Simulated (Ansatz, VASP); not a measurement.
# Zr in VASP and in Ansatz

File INCAR:

```
SYSTEM = Zr
PREC     = Accurate       ! precision mode
ENCUT    = 500            ! plane-wave cutoff, eV
EDIFF    = 1E-6           ! SCF threshold, eV
ISMEAR   = 0              ! smearing method
SIGMA    = 0.1            ! smearing width, eV
LREAL    = .False.        ! projectors in reciprocal space
LASPH    = .True.         ! aspherical terms in the spheres
NELM     = 120            ! most SCF steps
ALGO     = Normal         ! electronic algorithm
ISIF     = 2              ! what is computed and relaxed
LWAVE    = .False.        ! write WAVECAR
LCHARG   = .False.        ! write CHGCAR
GGA      = PE             ! functional
NBANDS   = 19             ! bands
GGA_COMPAT= .False.
```

File KPOINTS:

```
regular mesh
0
Gamma
  6 6 4
  0 0 0
```

Contents of POSCAR:

```
Zr
1.0
    3.1529837101      0.0000000000      0.0000000000
   -1.5764918550      2.7305639906      0.0000000000
    0.0000000000      0.0000000000      5.0084380954
Zr
2
Direct
    0.3333333333      0.6666666667      0.2500000000
    0.6666666667      0.3333333333      0.7500000000
```

Input for Ansatz:

```yaml
crystal:
  lattice:
    - [3.1529837101, 0.0, 0.0]
    - [-1.576491855, 2.7305639906, 0.0]
    - [0.0, 0.0, 5.0084380954]
  atoms:
    - { symbol: Zr, position: [0.3333333333, 0.6666666667, 0.25] }
    - { symbol: Zr, position: [0.6666666667, 0.3333333333, 0.75] }
basis:
  ecutwfc: 420
kpoints:
  mp_grid: { grid: [6, 6, 4] }
hamiltonian:
  xc: pbe
scf:
  occupations: { method: gaussian, width: 0.1 }
output:
  forces: true
  stress: true
  eigenvalues: true
```

Alike in both runs: task single point; functional PBE; k mesh 6 × 6 × 4; occupations gaussian, width 0.1 eV; no spin polarisation.

```csv
,VASP,Ansatz
version,VASP 6.6.1,Ansatz 0.2.0
potentials or method,"VASP PAW PBE potentials, release 64 (Zr_sv), cutoff 500 eV","scalar-relativistic, plane waves, PAW"
valence electrons in the cell,24,24
```

```csv
,VASP,Ansatz,Ansatz less VASP
gap on the k mesh at the Fermi level (eV),none,none,-
pressure (GPa),8.5,8.4,-0.04
"traceless stress, the component that is largest in VASP (GPa)",0.77,0.77,0.000
```

A gap of «none» marks a metal or a gap that the smearing closes.

The k mesh is coarse, so the values compare programs but aren't converged.
